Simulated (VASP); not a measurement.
# Mg8HO8 (a cell with a defect) in VASP: notebook

Mg8HO8 (a cell with a defect) is run at these levels: PBE+D3(BJ); tasks: single point.

Program: VASP 6.6.1. These are calculated values, not measurements. Logs are shortened: lines on timing, memory, paths and dates and some standing lists are left out, and cuts for length are marked.

### Step 1. The cell of the first run

The cell holds a defect, 17 atoms: a = 5.998 Å, b = 5.998 Å, c = 5.998 Å, α = 60.00°, β = 60.00°, γ = 60.00°.

### Step 2. Single point, PBE+D3(BJ), collinear spin

Contents of INCAR:

```
SYSTEM = Mg8HO8
PREC = Accurate
ENCUT = 520
EDIFF = 1E-6
ISMEAR = -1
SIGMA = 0.05
LREAL = Auto
LASPH = .TRUE.
NELM = 150
ALGO = Normal
ISIF = 2
LWAVE = .FALSE.
LCHARG = .FALSE.
ISPIN = 2
MAGMOM = 0 0 0 0 0 0 0 0 0 0 0 0 0 0 0 0 1
LORBIT = 11
GGA = PE
IVDW = 12
NBANDS = 50
```

Contents of KPOINTS:

```
regular mesh
0
G
  3 3 3
  0 0 0
```

Contents of POSCAR:

```
Mg8HO8
1.0
    0.0000000000      4.2410000000      4.2410000000
    4.2410000000      0.0000000000      4.2410000000
    4.2410000000      4.2410000000      0.0000000000
Mg O H
8 8 1
Direct
   -0.0015089340     -0.0011298039      0.0046670269
   -0.0014990276     -0.0011197770      0.4981910135
    0.0008214467      0.5002421645     -0.0004303329
   -0.0015364509      0.5054372811      0.4981541616
    0.4998772915      0.0011756585     -0.0004248779
    0.5050154977     -0.0011429974      0.4981684293
    0.4998641205      0.5002341066     -0.0004371459
    0.4998670208      0.5002372952      0.5005328823
    0.2557633120      0.2561257663      0.2328427534
    0.2557698282      0.2561322315      0.7554740364
    0.2491021107      0.7508131910      0.2501438455
    0.2557447622      0.7335569420      0.7554488289
    0.7504426741      0.2494760446      0.2501420428
    0.7331649778      0.2561170613      0.7554586509
    0.7504457032      0.7508144439      0.2501445503
    0.7504455679      0.7508142116      0.7487988360
    0.1251438991      0.1256109801      0.6247562989
```

Potentials or basis: VASP PAW PBE potentials, release 64 (Mg, O, H).

Launch:

```console
> cat potpaw_PBE.64/Mg/POTCAR potpaw_PBE.64/O/POTCAR potpaw_PBE.64/H/POTCAR > POTCAR
> mpirun -np 1 vasp_std > vasp.out
```

OUTCAR:

```text
SYSTEM = Mg8HO8
   PREC = Accurate
   ENCUT = 520
   EDIFF = 1E-6
   ISMEAR = -1
   LREAL = Auto
   LASPH = .TRUE.
   NELM = 150
   ISIF = 2
   ISPIN = 2
   LORBIT = 11
   GGA = PE
   IVDW = 12
 IVDW          = 12

 ion  position               nearest neighbor table
   1  0.998  0.999  0.005-  17 1.86  13 2.10  11 2.10  15 2.10  12 2.18  14 2.18  10 2.18   4 2.96
                             6 2.96   2 2.96   3 3.00   5 3.00   7 3.00   7 3.00   5 3.00   3 3.00
   2  0.999  0.999  0.498-  17 1.86  13 2.10  11 2.10  16 2.10  12 2.18  14 2.18   9 2.18   4 2.96
                             6 2.96   1 2.96   3 3.00   8 3.00   5 3.00   5 3.00   8 3.00   3 3.00
   3  0.001  0.500  1.000-  10 2.07   9 2.07  12 2.07  13 2.13  16 2.13  15 2.13   7 2.99   8 2.99
                             5 2.99   1 3.00   2 3.00   4 3.00   4 3.00   2 3.00   1 3.00   5 3.00
   4  0.998  0.505  0.498-  17 1.86  11 2.10  16 2.10  15 2.10  14 2.18   9 2.18  10 2.18   6 2.96
                             1 2.96   2 2.96   8 3.00   7 3.00   3 3.00   3 3.00   7 3.00   8 3.00
   5  0.500  0.001  1.000-  10 2.07   9 2.07  14 2.07  11 2.13  16 2.13  15 2.13   7 2.99   8 2.99
                             3 2.99   1 3.00   2 3.00   6 3.00   6 3.00   2 3.00   1 3.00   3 3.00
   6  0.505  0.999  0.498-  17 1.86  13 2.10  16 2.10  15 2.10  12 2.18   9 2.18  10 2.18   4 2.96
                             1 2.96   2 2.96   8 3.00   7 3.00   5 3.00   5 3.00   7 3.00   8 3.00
   7  0.500  0.500  1.000-   9 2.07  14 2.07  12 2.07  13 2.13  11 2.13  16 2.13   8 2.99   3 2.99
                             5 2.99   6 3.00   1 3.00   4 3.00   1 3.00   4 3.00   6 3.00   5 3.00
   8  0.500  0.500  0.501-  10 2.07  14 2.07  12 2.07  13 2.13  11 2.13  15 2.13   7 2.99   3 2.99
                             5 2.99   6 3.00   4 3.00   2 3.00   2 3.00   4 3.00   6 3.00   5 3.00
   9  0.256  0.256  0.233-   7 2.07   3 2.07   5 2.07   2 2.18   6 2.18   4 2.18
  10  0.256  0.256  0.755-   8 2.07   3 2.07   5 2.07   1 2.18   6 2.18   4 2.18
  11  0.249  0.751  0.250-   4 2.10   1 2.10   2 2.10   5 2.13   8 2.13   7 2.13
  12  0.256  0.734  0.755-   7 2.07   8 2.07   3 2.07   2 2.18   1 2.18   6 2.18
  13  0.750  0.249  0.250-   6 2.10   1 2.10   2 2.10   3 2.13   8 2.13   7 2.13
  14  0.733  0.256  0.755-   7 2.07   8 2.07   5 2.07   2 2.18   1 2.18   4 2.18
  15  0.750  0.751  0.250-   4 2.10   6 2.10   1 2.10   5 2.13   3 2.13   8 2.13
  16  0.750  0.751  0.749-   4 2.10   6 2.10   2 2.10   5 2.13   3 2.13   7 2.13
  17  0.125  0.126  0.625-   4 1.86   6 1.86   1 1.86   2 1.86

  LATTYP: Found a face centered cubic cell.
 ALAT       =     8.4820000000

  Lattice vectors:

 A1 = (   0.0000000000,   4.2410000000,   4.2410000000)
 A2 = (   4.2410000000,   0.0000000000,   4.2410000000)
 A3 = (   4.2410000000,   4.2410000000,   0.0000000000)

Analysis of symmetry for initial positions (statically):
=====================================================================
 Subroutine PRICEL returns:
 Original cell was already a primitive cell.

 Routine SETGRP: Setting up the symmetry group for a
 face centered cubic supercell.

 Subroutine GETGRP returns: Found  1 space group operations
 (whereof  1 operations were pure point group operations)
 out of a pool of 48 trial point group operations.

The static configuration has the point symmetry C_1 .

Analysis of symmetry for dynamics (positions and initial velocities):
=====================================================================
 Subroutine PRICEL returns:
 Original cell was already a primitive cell.

 Routine SETGRP: Setting up the symmetry group for a
 face centered cubic supercell.

 Subroutine GETGRP returns: Found  1 space group operations
 (whereof  1 operations were pure point group operations)
 out of a pool of 48 trial point group operations.

The dynamic configuration has the point symmetry C_1 .

Analysis of structural, dynamic, and magnetic symmetry:
=====================================================================
 Subroutine PRICEL returns:
 Original cell was already a primitive cell.

 Routine SETGRP: Setting up the symmetry group for a
 face centered cubic supercell.

 Subroutine GETGRP returns: Found  1 space group operations
 (whereof  1 operations were pure point group operations)
 out of a pool of 48 trial point group operations.

The overall configuration has the point symmetry C_1 .

 Subroutine INISYM returns: Found  1 space group operations
 (whereof  1 operations are pure point group operations),
 and found     1 'primitive' translations

----------------------------------------------------------------------------------------

                                     Primitive cell

  volume of cell :     152.5579

  direct lattice vectors                    reciprocal lattice vectors
     0.000000000  4.241000000  4.241000000    -0.117896722  0.117896722  0.117896722
     4.241000000  0.000000000  4.241000000     0.117896722 -0.117896722  0.117896722
[... 104 lines left out ...]
   EDIFF  = 0.1E-05   stopping-criterion for ELM
   LREAL  =      T    real-space projection
   EDIFFG = 0.1E-04   stopping-criterion for IOM
   NSW    =      0    number of steps for IOM
   IBRION =     -1    ionic relax: 0-MD 1-quasi-New 2-CG
   NFREE  =      0    steps in history (QN), initial steepest desc. (CG)
   ISIF   =      2    stress and relaxation
   ISYM   =      2    0-nonsym 1-usesym 2-fastsym
   POTIM  = 0.5000    time-step for ionic-motion
   TEBEG  =    0.0;   TEEND  =   0.0 temperature during run
   PSTRESS=    0.0 pullay stress
   NELECT =      65.0000    total number of electrons
   NUPDOWN=      -1.0000    fix difference up-down
   EMIN   =  10.00;   EMAX   =-10.00  energy-range for DOS
   EFERMI =   0.00;   METHOD = LEGACY
   ISMEAR =    -1;   SIGMA  =   0.05  broadening in eV -4-tet -1-fermi 0-gaus
   EFERMI_NEDOS =   21; number of points for ismear=-14 and -15
   IALGO  =     38    algorithm
   IMIX   =      4    mixing-type and parameters
     AMIX     =   0.40;   BMIX     =  1.00
     AMIX_MAG =   1.60;   BMIX_MAG =  1.00
  volume/ion in A,a.u.               =       8.97        60.56
  Fermi-wavevector in a.u.,A,eV,Ry     =   1.231878  2.327912 20.647157  1.517523
  Thomas-Fermi vector in A             =   2.366670
   LORBIT       =     11    0 simple, 1 ext, 2 COOP (PROOUT), +10 PAW based schemes
   GGA     = PE    functional components
   LHFCALC =     F    Hartree Fock is set to
   AEXX    =    0.0000 exact exchange contribution
   IVDW    =    12    specifies the selected vdW correction
   LEPSILON=     F    determine dielectric tensor
   LRPA    =     F    only Hartree local field effects (RPA)
 spin polarized calculation
  energy-cutoff  :      520.00
  volume of cell :      152.56
 maximum number of plane-waves:      4128
 NGX is ok and might be reduce to    48
   NGX = 23   NGY = 23   NGZ = 23

 number of electron      65.0000011 magnetization       0.9258774

 Free energy of the ion-electron system (eV)
  ---------------------------------------------------
  ext. energy  EPLUGINS =         0.00000000
  ---------------------------------------------------
  free energy    TOTEN  =       -94.75724748 eV

  energy without entropy =      -94.75081459  energy(sigma->0) =      -94.75403104

 E-fermi :   6.0918     XC(G=0): -11.0726

 val. band max:        5.9720297570   @ k =   0.3333   0.3333  -0.3333
 cond. band min:       6.7269074162   @ k =   0.0000   0.3333   0.0000
 fundamental gap:      0.7548776592
 Fermi energy:         6.0918273843

 spin component 1

 k-point     1 :       0.0000    0.0000    0.0000
  band No.  band energies     occupation
      1     -14.1679      1.00000
      2     -12.9485      1.00000
      3     -12.8879      1.00000
      4     -12.8878      1.00000
      5     -12.8876      1.00000
      6     -12.6317      1.00000
[... 647 lines left out ...]
     43      14.1965      0.00000
     44      14.4272      0.00000
 Fermi energy:         6.0918273843

 spin component 2

 k-point     1 :       0.0000    0.0000    0.0000
  band No.  band energies     occupation
      1     -14.0826      1.00000
      2     -12.8480      1.00000
      3     -12.8479      1.00000
      4     -12.8478      1.00000
      5     -12.8413      1.00000
      6     -12.4940      1.00000
[... 647 lines left out ...]
     43      14.2647      0.00000
     44      14.4566      0.00000
 [bands above 44 left out]

------------------------ aborting loop because EDIFF is reached ----------------------------------------

 Edisp (eV)   -4.76536

 E8    (eV) :    -1.8470

  FORCE on cell =-STRESS in cart. coord.  units (eV):
  Direction    XX          YY          ZZ          XY          YZ          ZX
  --------------------------------------------------------------------------------------
  -------------------------------------------------------------------------------------
  Total       1.28585     1.28367     1.28961     0.00367     0.00030     0.00171
  in kB      13.50408    13.48122    13.54361     0.03859     0.00315     0.01799
  external pressure =       13.51 kB  Pullay stress =        0.00 kB

 VOLUME and BASIS-vectors are now :
 -----------------------------------------------------------------------------
  energy-cutoff  :      520.00
  volume of cell :      152.56
      direct lattice vectors                 reciprocal lattice vectors
     0.000000000  4.241000000  4.241000000    -0.117896722  0.117896722  0.117896722
     4.241000000  0.000000000  4.241000000     0.117896722 -0.117896722  0.117896722
     4.241000000  4.241000000  0.000000000     0.117896722  0.117896722 -0.117896722

 POSITION                                       TOTAL-FORCE (eV/Angst)
 -----------------------------------------------------------------------------------
      4.25600      4.25439      8.47081        -0.016997     -0.016631      0.016247
      6.34908      6.34747      8.47089         0.016419      0.016699      0.016219
      6.36070      4.24266      2.12501        -0.004756      0.004893      0.005418
      4.25623      6.34716      6.37804        -0.017847      0.017771     -0.018432
      4.24418      6.35918      2.12497         0.005534     -0.005027      0.005524
      6.34888      4.25450      6.37792         0.016737     -0.016853     -0.017968
[... 9 lines left out ...]
      6.35986      6.35830      6.36684         0.019040      0.018772     -0.018414
      3.18231      3.18033      1.06345        -0.000641      0.000245     -0.001714
 -----------------------------------------------------------------------------------
    total drift:                                0.001896     -0.001836      0.009883

  FREE ENERGIE OF THE ION-ELECTRON SYSTEM (eV)
  ---------------------------------------------------
  free  energy   TOTEN  =       -99.5226044216 eV

  energy  without entropy=      -99.5161715342  energy(sigma->0) =      -99.51938798

 total charge

# of ion       s       p       d       tot
------------------------------------------
    1        0.146   0.174   0.077   0.396
    2        0.146   0.174   0.077   0.396
    3        0.149   0.181   0.081   0.411
    4        0.146   0.174   0.077   0.397
    5        0.149   0.181   0.081   0.411
    6        0.146   0.174   0.077   0.397
[... 9 lines left out ...]
   16        1.542   3.553   0.000   5.095
   17        0.549   0.018   0.000   0.567
--------------------------------------------------
tot         14.108  29.775   0.630  44.513

 magnetization (x)

# of ion       s       p       d       tot
------------------------------------------
    1       -0.001   0.001   0.002   0.003
    2       -0.001   0.001   0.002   0.003
    3        0.001   0.001   0.001   0.003
    4       -0.001   0.001   0.002   0.003
    5        0.001   0.001   0.001   0.003
    6       -0.001   0.001   0.002   0.003
[... 9 lines left out ...]
   16       -0.000  -0.001   0.000  -0.001
   17        0.259   0.001   0.000   0.261
--------------------------------------------------
tot          0.293   0.389   0.013   0.695
```

It took 14 min on 1 thread of Intel Xeon Platinum 8488C (Sapphire Rapids), shared host; peak memory 0.48 GiB.

Results:

- Free energy: -99.5226 eV
- Pressure: 1.4 GPa
- Largest force: 0.033 eV/Å
- Net moment: 0.93 μB per cell
- Site moments: Mg +0.00; O +0.10, -0.00 (each value once); H +0.26 μB
- Valence electrons inside the program's atomic spheres: Mg 0.40, 0.41 (each value once); O 5.08, 5.09 (each value once); H 0.57
- Dispersion energy per atom: -0.280 eV

Forces on the atoms (eV/Å):
```
Mg  -0.017 -0.017  0.016
Mg   0.016  0.017  0.016
Mg  -0.005  0.005  0.005
Mg  -0.018  0.018 -0.018
Mg   0.006 -0.005  0.006
Mg   0.017 -0.017 -0.018
Mg  -0.004 -0.003 -0.005
Mg   0.003  0.004 -0.005
O   -0.002 -0.002  0.003
O    0.002  0.002  0.003
O   -0.019  0.018  0.019
O    0.000  0.000 -0.001
O    0.018 -0.017  0.019
O    0.002 -0.003 -0.001
O   -0.019 -0.019 -0.018
O    0.019  0.019 -0.018
H   -0.001  0.000 -0.002
```

Caveat: the k points lie up to 0.43 Å⁻¹ apart; a moment this small can come from the mesh or the smearing.

### Step 3. Single point, PBE+D3(BJ), collinear spin

Contents of INCAR:

```
SYSTEM = Mg8HO8
ALGO = Normal
EDIFF = 1E-7
ENCUT = 520
GGA = PE
ISIF = 2
ISMEAR = -1
ISPIN = 2
IVDW = 12
LASPH = .TRUE.
LCHARG = .TRUE.
LELF = .TRUE.
LORBIT = 11
LREAL = Auto
LVHAR = .TRUE.
LWAVE = .FALSE.
MAGMOM = 0 0 0 0 0 0 0 0 0 0 0 0 0 0 0 0 1
NBANDS = 50
NELM = 150
PREC = Accurate
SIGMA = 0.05
```

Contents of KPOINTS:

```
k-points
0
G
  3 3 3
  0 0 0
```

Contents of POSCAR:

```
Mg8HO8
1.0
    0.0000000000      4.2410000000      4.2410000000
    4.2410000000      0.0000000000      4.2410000000
    4.2410000000      4.2410000000      0.0000000000
Mg O H
8 8 1
Direct
    0.0013694435     -0.0045599483      0.0027851691
   -0.0009226591      0.0003644858      0.5014561906
    0.0013863816      0.5016940723      0.0028030822
    0.0013419406      0.5016487136      0.4966312288
    0.5000771039      0.0003813227      0.0004213957
    0.5000479602      0.0003524317      0.5014446340
    0.4951189024      0.5016813260      0.0027900923
    0.5000634100      0.4993717665      0.5014593456
    0.2495344082      0.2509610212      0.2509173506
    0.2668026315      0.2444526899      0.7455229701
    0.2495376748      0.7498390477      0.2509200585
    0.2495376700      0.7498391781      0.7520325053
    0.7441335400      0.2444318546      0.2682345812
    0.7441660455      0.2444640089      0.7455336805
    0.7506589536      0.7498361106      0.2509174834
    0.7441510049      0.7671114230      0.7455196341
   -0.1252252816      0.3751155057      0.8764070879
```

Potentials or basis: VASP PAW PBE potentials, release 64 (Mg, O, H).

Launch:

```console
> cat potpaw_PBE.64/Mg/POTCAR potpaw_PBE.64/O/POTCAR potpaw_PBE.64/H/POTCAR > POTCAR
> mpirun -np 1 vasp_std > vasp.out
```

Wall time 15 min (1 thread of Intel Xeon Platinum 8488C (Sapphire Rapids), shared host); peak memory 0.48 GiB.

It converged, with:

| Quantity | Value |
| --- | --- |
| Free energy | -99.5228 eV |
| Pressure | 1.4 GPa |
| Largest force | 0.019 eV/Å |
| Net moment | 0.93 μB per cell |
| Site moments | Mg +0.00; O -0.00, +0.10 (each value once); H +0.26 μB |
| Valence electrons inside the program's atomic spheres | Mg 0.40, 0.41 (each value once); O 5.09, 5.08 (each value once); H 0.57 |
| Dispersion energy per atom | -0.280 eV |

Forces on the atoms (eV/Å):
```
Mg   0.003 -0.005  0.004
Mg   0.000  0.000 -0.001
Mg  -0.006 -0.005 -0.004
Mg   0.003  0.003 -0.003
Mg   0.000  0.000 -0.001
Mg   0.001  0.000  0.000
Mg  -0.005  0.003  0.004
Mg   0.000  0.000  0.000
O   -0.011  0.011 -0.011
O    0.004  0.000 -0.001
O    0.012  0.011  0.010
O   -0.009 -0.009  0.010
O   -0.001 -0.001  0.003
O    0.002  0.003  0.002
O    0.011 -0.010 -0.010
O    0.000  0.002 -0.001
H   -0.003 -0.002  0.000
```

Levels at points of the mesh, in eV from the Fermi level:
Spin up:
| k point | band 29 | band 30 | band 31 | band 32 | band 33 | band 34 | band 35 | band 36 | band 37 | band 38 |
| --- | --- | --- | --- | --- | --- | --- | --- | --- | --- | --- |
| (0.00, 0.00, 0.00) | -3.63 | -3.04 | -3.04 | -3.04 | -1.66 | 2.04 | 4.73 | 4.73 | 4.73 | 5.39 |
Spin down:
```tsv
k point	band 30	band 31	band 32	band 33	band 34	band 35
(0.00, 0.00, 0.00)	-2.93	-2.93	-2.93	-0.36	2.20	4.75
```

Caveat: the k points lie up to 0.43 Å⁻¹ apart; a moment this small can come from the mesh or the smearing.
